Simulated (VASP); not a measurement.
# TiO2 (TiO2 (I4_1/amd)) (C2/c) in VASP: a series of runs

Runs on TiO2 (TiO2 (I4_1/amd)). Level: PBE. Tasks: single point.

Everything below comes from runs of VASP 6.6.1. Logs are shortened: lines on timing, memory, paths and dates and some standing lists are left out, and cuts for length are marked.

## 1. The cell of the first run

It takes space group C2/c (No. 15, monoclinic). The conventional cell has a = 5.372 Å, b = 5.372 Å, c = 5.545 Å, α = 90.00°, β = 118.97°, γ = 90.00°. Within 2.5 Å of Ti (site symmetry 2) lie 6 O at 1.92 to 2.00 Å. Within 2.5 Å of O (site symmetry 1) lie 3 Ti at 1.92 to 2.00 Å and 2 O at 2.47 Å.

## 2. Single point, PBE

The input, INCAR:

```
SYSTEM = TiO2
ALGO = Normal
EDIFF = 1E-6
ENCUT = 600
GGA = PE
GGA_COMPAT = .False.
ISIF = 2
ISMEAR = -1
ISYM = 0
LASPH = .True.
LCHARG = .False.
LREAL = .False.
LWAVE = .False.
NBANDS = 33
NELM = 120
PREC = Accurate
SIGMA = 0.01
```

The input, KPOINTS:

```
Automatic mesh
0
Gamma
  2 2 1
  0.25 0.25 0.25
```

The input, POSCAR:

```
TiO2
1.0
    0.0000000000     -3.7985033750      0.0000000010
    3.7985033750      0.0000000000      0.0000000010
   -1.8992516888      1.8992516888      4.8515712590
Ti O
2 4
Direct
   -0.0075655048      0.0075655048      0.0000000000
    0.7575655048      0.2424344952      0.5000000000
    0.9490643945      0.4564927370      0.9125255514
    0.2064927370      0.1990643945      0.4125255514
    0.5435072630      0.0509356055      0.0874744486
    0.8009356055      0.7935072630      0.5874744486
```

Potentials or basis: VASP PAW PBE potentials, release 64 (Ti_sv, O).

Started as:

```
cat potpaw_PBE.64/Ti_sv/POTCAR potpaw_PBE.64/O/POTCAR > POTCAR
mpirun -np 1 vasp_std > vasp.out
```

OUTCAR:

```text
SYSTEM = TiO2
   EDIFF = 1E-6
   ENCUT = 600
   GGA = PE
   ISIF = 2
   ISMEAR = -1
   ISYM = 0
   LASPH = .True.
   LREAL = .False.
   NELM = 120
   PREC = Accurate

 ion  position               nearest neighbor table
   1  0.992  0.008  0.000-   3 1.92   5 1.92   5 1.97   3 1.97   6 2.00   4 2.00
   2  0.758  0.242  0.500-   4 1.92   6 1.92   6 1.97   4 1.97   3 2.00   5 2.00
   3  0.949  0.456  0.913-   1 1.92   1 1.97   2 2.00
   4  0.206  0.199  0.413-   2 1.92   2 1.97   1 2.00
   5  0.544  0.051  0.087-   1 1.92   1 1.97   2 2.00
   6  0.801  0.794  0.587-   2 1.92   2 1.97   1 2.00

IMPORTANT INFORMATION: All symmetrisations will be switched off!
NOSYMM: (Re-)initialisation of all symmetry stuff for point group C_1.

----------------------------------------------------------------------------------------

                                     Primitive cell

  volume of cell :      70.0015

  direct lattice vectors                    reciprocal lattice vectors
     0.000000000 -3.798503375  0.000000001    -0.000000000 -0.263261580  0.103059395
     3.798503375  0.000000000  0.000000001     0.263261580  0.000000000  0.103059395
    -1.899251689  1.899251689  4.851571259    -0.000000000  0.000000000  0.206118790

  length of vectors
     3.798503375  3.798503375  5.545453781     0.282715225  0.282715225  0.206118790

  position of ions in fractional coordinates (direct lattice)
     0.992434495  0.007565505  1.000000000
     0.757565505  0.242434495  0.500000000
     0.949064394  0.456492737  0.912525551
     0.206492737  0.199064394  0.412525551
     0.543507263  0.050935606  0.087474449
     0.800935606  0.793507263  0.587474449

  ion indices of the primitive-cell ions
   primitive index   ion index
                 1           1
                 2           2
                 3           3
                 4           4
                 5           5
                 6           6

----------------------------------------------------------------------------------------

 KPOINTS: Automatic mesh

Automatic generation of k-mesh.
 Grid dimensions read from file:
 generate k-points for:    2    2    1

 Generating k-lattice:

  Cartesian coordinates                     Fractional coordinates (reciprocal lattice)
[... 58 lines left out ...]
   LASPH  =      T    aspherical Exc in radial PAW
   ENCUT  =  600.0 eV  44.10 Ry    6.64 a.u.   7.59  7.59 11.08*2*pi/ulx,y,z
   NELM   =    120;   NELMIN=  2; NELMDL= -5     # of ELM steps
   EDIFF  = 0.1E-05   stopping-criterion for ELM
   LREAL  =      F    real-space projection
   EDIFFG = 0.1E-04   stopping-criterion for IOM
   NSW    =      0    number of steps for IOM
   IBRION =     -1    ionic relax: 0-MD 1-quasi-New 2-CG
   NFREE  =      0    steps in history (QN), initial steepest desc. (CG)
   ISIF   =      2    stress and relaxation
   ISYM   =      0    0-nonsym 1-usesym 2-fastsym
   POTIM  = 0.5000    time-step for ionic-motion
   TEBEG  =    0.0;   TEEND  =   0.0 temperature during run
   PSTRESS=    0.0 pullay stress
   NELECT =      48.0000    total number of electrons
   NUPDOWN=      -1.0000    fix difference up-down
   EMIN   =  10.00;   EMAX   =-10.00  energy-range for DOS
   EFERMI =   0.00;   METHOD = LEGACY
   ISMEAR =    -1;   SIGMA  =   0.01  broadening in eV -4-tet -1-fermi 0-gaus
   EFERMI_NEDOS =   21; number of points for ismear=-14 and -15
   IALGO  =     38    algorithm
   IMIX   =      4    mixing-type and parameters
     AMIX     =   0.40;   BMIX     =  1.00
     AMIX_MAG =   1.60;   BMIX_MAG =  1.00
  volume/ion in A,a.u.               =      11.67        78.73
  Fermi-wavevector in a.u.,A,eV,Ry     =   1.443620  2.728045 28.355051  2.084037
  Thomas-Fermi vector in A             =   2.562007
   LORBIT       =      0    0 simple, 1 ext, 2 COOP (PROOUT), +10 PAW based schemes
   GGA     = PE    functional components
   LHFCALC =     F    Hartree Fock is set to
   AEXX    =    0.0000 exact exchange contribution
   IVDW    =     0    specifies the selected vdW correction
   LEPSILON=     F    determine dielectric tensor
   LRPA    =     F    only Hartree local field effects (RPA)
 non-spin polarized calculation
  energy-cutoff  :      600.00
  volume of cell :       70.00
 maximum number of plane-waves:      2354
 NGX is ok and might be reduce to    30
   NGX = 15   NGY = 15   NGZ = 23

 number of electron      48.0000005 magnetization

 Free energy of the ion-electron system (eV)
  ---------------------------------------------------
  ext. energy  EPLUGINS =         0.00000000
  ---------------------------------------------------
  free energy    TOTEN  =       -53.90206060 eV

  energy without entropy =      -53.90206060  energy(sigma->0) =      -53.90206060

 E-fermi :   3.3812     XC(G=0): -10.5921

 val. band max:        2.9652622922   @ k =  -0.3750  -0.3750   0.2500
 cond. band min:       5.8344045874   @ k =   0.1250   0.1250   0.2500
 fundamental gap:      2.8691422952
 Fermi energy:         3.3811721008

 k-point     1 :       0.1250    0.1250    0.2500
  band No.  band energies     occupation
      1     -53.2907      2.00000
      2     -53.2700      2.00000
      3     -29.6575      2.00000
      4     -29.5642      2.00000
      5     -29.5348      2.00000
      6     -29.4952      2.00000
[... 133 lines left out ...]
     32       9.6216      0.00000
     33      10.1868      0.00000

------------------------ aborting loop because EDIFF is reached ----------------------------------------

  FORCE on cell =-STRESS in cart. coord.  units (eV):
  Direction    XX          YY          ZZ          XY          YZ          ZX
  --------------------------------------------------------------------------------------
  -------------------------------------------------------------------------------------
  Total        0.2690220      0.2705898      0.2230308     -0.1776874      0.3413929     -0.3413608
  in kB        6.1573079      6.1931933      5.1046740     -4.0668662      7.8137153     -7.8129805
  external PRESSURE =       5.8183917 kB  Pullay stress =       0.0000000 kB

 VOLUME and BASIS-vectors are now :
 -----------------------------------------------------------------------------
  energy-cutoff  :      600.00
  volume of cell :       70.00
      direct lattice vectors                 reciprocal lattice vectors
     0.000000000 -3.798503375  0.000000001    -0.000000000 -0.263261580  0.103059395
     3.798503375  0.000000000  0.000000001     0.263261580  0.000000000  0.103059395
    -1.899251689  1.899251689  4.851571259    -0.000000000  0.000000000  0.206118790

 POSITION                                       TOTAL-FORCE (eV/Angst)
 -----------------------------------------------------------------------------------
      0.02874     -3.76977      0.00000        -0.040484     -0.040418      0.000030
     -0.02874     -1.92799      2.42579         0.040501      0.040450      0.000012
      0.00087     -1.87191      4.42718         0.037423      0.017516      0.025931
     -0.02734     -0.00087      2.00140        -0.017535     -0.037441      0.025938
      0.02734     -1.89838      0.42439         0.017523      0.037433     -0.025939
      1.89838     -1.92659      2.85017        -0.037428     -0.017540     -0.025972
 -----------------------------------------------------------------------------------
    total drift:                                0.000050      0.000011      0.000040

  FREE ENERGIE OF THE ION-ELECTRON SYSTEM (eV)
  ---------------------------------------------------
  free  energy   TOTEN  =       -53.9020605962 eV

  energy  without entropy=      -53.9020605962  energy(sigma->0) =      -53.90206060
```

stdout:

```text
POSCAR found type information on POSCAR TiO
 POSCAR found :  2 types and       6 ions
 scaLAPACK will be used
 LDA part: xc-table for (Slater+PW92), standard interpolation
 -----------------------------------------------------------------------------
|                                                                             |
|           W    W    AA    RRRRR   N    N  II  N    N   GGGG   !!!           |
|           W    W   A  A   R    R  NN   N  II  NN   N  G    G  !!!           |
|           W    W  A    A  R    R  N N  N  II  N N  N  G       !!!           |
|           W WW W  AAAAAA  RRRRR   N  N N  II  N  N N  G  GGG   !            |
|           WW  WW  A    A  R   R   N   NN  II  N   NN  G    G                |
|           W    W  A    A  R    R  N    N  II  N    N   GGGG   !!!           |
|                                                                             |
|     Your reciprocal lattice and k-lattice belong to different lattice       |
|     classes:                                                                |
|                                                                             |
|        The reciprocal lattice is body-centered tetragonal,                  |
|        whereas your k-lattice is base-centered monoclinic.                  |
|                                                                             |
|     Results are often still useful ...                                      |
|                                                                             |
 -----------------------------------------------------------------------------

 POSCAR, INCAR and KPOINTS ok, starting setup
 FFT: planning ... GRIDC
 FFT: planning ... GRID_SOFT
 FFT: planning ... GRID
 WAVECAR not read
 entering main loop
```

Wall time 13 s (1 thread of AMD EPYC 9R45 (Zen 5), shared host); peak memory 0.16 GiB.

Results:

| Property | Result |
| --- | --- |
| Free energy | -53.9021 eV |
| Pressure | 0.6 GPa |
| Largest force | 0.057 eV/Å |
| Band gap on the k mesh | 2.87 eV, indirect (least direct gap 3.17 eV) |

Forces in eV/Å, atoms in the order of the input:
```
Ti  -0.040 -0.040  0.000
Ti   0.041  0.040  0.000
O    0.037  0.018  0.026
O   -0.018 -0.037  0.026
O    0.018  0.037 -0.026
O   -0.037 -0.018 -0.026
```

Levels at points of the mesh, in eV from the valence-band top:
| k point | band 21 | band 22 | band 23 | band 24 | band 25 | band 26 | band 27 | band 28 |
| --- | --- | --- | --- | --- | --- | --- | --- | --- |
| (0.12, 0.12, 0.25) | -0.99 | -0.64 | -0.36 | -0.30 | 2.87 | 3.07 | 3.66 | 3.70 |

Caveat: the k points lie up to 1.30 Å⁻¹ apart. A k mesh can miss the band edges.

## 3. Single point, PBE

The input, INCAR:

```
SYSTEM = TiO2
ALGO = Normal
EDIFF = 1E-6
ENCUT = 600
GGA = PE
GGA_COMPAT = .FALSE.
ISIF = 2
ISMEAR = -1
LASPH = .TRUE.
LCHARG = .FALSE.
LREAL = .FALSE.
LWAVE = .FALSE.
NBANDS = 33
NELM = 120
PREC = Accurate
SIGMA = 0.01
```

KPOINTS is that of step 2.

The input, POSCAR:

```
TiO2
1.0
    0.0000000000     -3.7985033750      0.0000000000
    3.7985033750      0.0000000000      0.0000000000
   -1.8992516900      1.8992516900      4.8515712600
Ti O
2 4
Direct
    0.7575655048      0.2424344952      0.5000000000
    0.9924344952      0.0075655048      0.0000000000
    0.9490643945      0.4564927370      0.9125255514
    0.2064927370      0.1990643945      0.4125255514
    0.5435072630      0.0509356055      0.0874744486
    0.8009356055      0.7935072630      0.5874744486
```

Potentials or basis: VASP PAW PBE potentials, release 64 (Ti_sv, O).

Started as:

```
cat potpaw_PBE.64/Ti_sv/POTCAR potpaw_PBE.64/O/POTCAR > POTCAR
mpirun -np 1 vasp_std > vasp.out
```

OUTCAR:

```text
SYSTEM = TiO2
   EDIFF = 1E-6
   ENCUT = 600
   GGA = PE
   ISIF = 2
   ISMEAR = -1
   LASPH = .TRUE.
   LREAL = .FALSE.
   NELM = 120
   PREC = Accurate

 ion  position               nearest neighbor table
   1  0.758  0.242  0.500-   4 1.92   6 1.92   6 1.97   4 1.97   3 2.00   5 2.00
   2  0.992  0.008  0.000-   3 1.92   5 1.92   5 1.97   3 1.97   6 2.00   4 2.00
   3  0.949  0.456  0.913-   2 1.92   2 1.97   1 2.00
   4  0.206  0.199  0.413-   1 1.92   1 1.97   2 2.00
   5  0.544  0.051  0.087-   2 1.92   2 1.97   1 2.00
   6  0.801  0.794  0.587-   1 1.92   1 1.97   2 2.00
[... 315 lines left out ...]
  -------------------------------------------------------------------------------------
  Total        0.2670228      0.2670228      0.2177191     -0.1776435      0.3410799     -0.3410802
  in kB        6.1115522      6.1115522      4.9831000     -4.0658614      7.8065519     -7.8065592
  external PRESSURE =       5.7354014 kB  Pullay stress =       0.0000000 kB

 VOLUME and BASIS-vectors are now :
 -----------------------------------------------------------------------------
  energy-cutoff  :      600.00
  volume of cell :       70.00
      direct lattice vectors                 reciprocal lattice vectors
     0.000000000 -3.798503375  0.000000000     0.000000000 -0.263261580  0.103059395
     3.798503375  0.000000000  0.000000000     0.263261580  0.000000000  0.103059395
    -1.899251690  1.899251690  4.851571260     0.000000000  0.000000000  0.206118790

 POSITION                                       TOTAL-FORCE (eV/Angst)
 -----------------------------------------------------------------------------------
     -0.02874     -1.92799      2.42579         0.040416      0.040416      0.000000
      0.02874     -3.76977      0.00000        -0.040416     -0.040416      0.000000
      0.00087     -1.87191      4.42718         0.037342      0.017601      0.026127
     -0.02734     -0.00087      2.00140        -0.017601     -0.037342      0.026127
      0.02734     -1.89838      0.42439         0.017601      0.037342     -0.026127
      1.89838     -1.92659      2.85017        -0.037342     -0.017601     -0.026127
 -----------------------------------------------------------------------------------
    total drift:                                0.000000      0.000000      0.000000

  FREE ENERGIE OF THE ION-ELECTRON SYSTEM (eV)
  ---------------------------------------------------
  free  energy   TOTEN  =       -53.9020610040 eV

  energy  without entropy=      -53.9020610040  energy(sigma->0) =      -53.90206100
```

stdout:

```text
POSCAR found type information on POSCAR TiO
 POSCAR found :  2 types and       6 ions
 scaLAPACK will be used
 LDA part: xc-table for (Slater+PW92), standard interpolation
 -----------------------------------------------------------------------------
|                                                                             |
|           W    W    AA    RRRRR   N    N  II  N    N   GGGG   !!!           |
|           W    W   A  A   R    R  NN   N  II  NN   N  G    G  !!!           |
|           W    W  A    A  R    R  N N  N  II  N N  N  G       !!!           |
|           W WW W  AAAAAA  RRRRR   N  N N  II  N  N N  G  GGG   !            |
|           WW  WW  A    A  R   R   N   NN  II  N   NN  G    G                |
|           W    W  A    A  R    R  N    N  II  N    N   GGGG   !!!           |
|                                                                             |
|     Your reciprocal lattice and k-lattice belong to different lattice       |
|     classes:                                                                |
|                                                                             |
|        The reciprocal lattice is body-centered tetragonal,                  |
|        whereas your k-lattice is base-centered monoclinic.                  |
|                                                                             |
|     Results are often still useful ...                                      |
|                                                                             |
 -----------------------------------------------------------------------------

 POSCAR, INCAR and KPOINTS ok, starting setup
 FFT: planning ... GRIDC
 FFT: planning ... GRID_SOFT
 FFT: planning ... GRID
 WAVECAR not read
 entering main loop
```

Run time: 10 s. Hardware: 1 thread of AMD EPYC 9R45 (Zen 5), shared host; peak memory 0.16 GiB.

What came out:

```yaml
Free_energy: -53.9021 eV
Pressure: 0.6 GPa
Largest_force: 0.057 eV/Å
Band_gap_on_the_k_mesh: 2.87 eV, indirect (least direct gap 3.17 eV)
```

Forces on the atoms (eV/Å):
```
Ti   0.040  0.040  0.000
Ti  -0.040 -0.040  0.000
O    0.037  0.018  0.026
O   -0.018 -0.037  0.026
O    0.018  0.037 -0.026
O   -0.037 -0.018 -0.026
```

Caveat: the k points lie up to 1.30 Å⁻¹ apart. A k mesh can miss the band edges.
